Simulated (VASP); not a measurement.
A run of VASP 6.6.1 is set up as follows.

The input INCAR:

```
SYSTEM = PbS
ALGO = Normal
EDIFF = 1E-7
ENCUT = 520
GGA = PE
ISIF = 2
ISMEAR = 0
IVDW = 12
LASPH = .True.
LCHARG = .True.
LELF = .True.
LREAL = .False.
LVHAR = .True.
LWAVE = .False.
NBANDS = 17
NELM = 80
PREC = Accurate
SIGMA = 0.03
```

The input KPOINTS:

```
k-points
0
Gamma
  10 10 10
  0 0 0
```

Contents of POSCAR:

```
PbS
1.0
    0.0000000000      3.1132500000      2.8908750000
    3.1132500000      0.0000000000      2.8908750000
    3.1132500000      3.1132500000      0.0000000000
Pb S
1 1
Direct
    0.0000000000      0.0000000000      0.0000000000
    0.5000000000      0.5000000000      0.5000000000
```

Potentials or basis: VASP PAW PBE potentials, release 64 (Pb_d, S).

Launch:

```console
$ cat potpaw_PBE.64/Pb_d/POTCAR potpaw_PBE.64/S/POTCAR > POTCAR
$ mpirun -np 1 vasp_std > vasp.out
```

(1) Predict the pressure.

(2) Estimate the dispersion energy per atom.

(3) What does it give for the band gap on the k mesh?

## Answers

(1) -2.6 GPa.

(2) -0.323 eV.

(3) 0.47 eV, direct.

Caveat: the cell differs from its parent crystal (strain +0.050 along x and y, -0.025 along z); spin-orbit coupling is left out, which moves the levels of the heavy elements.
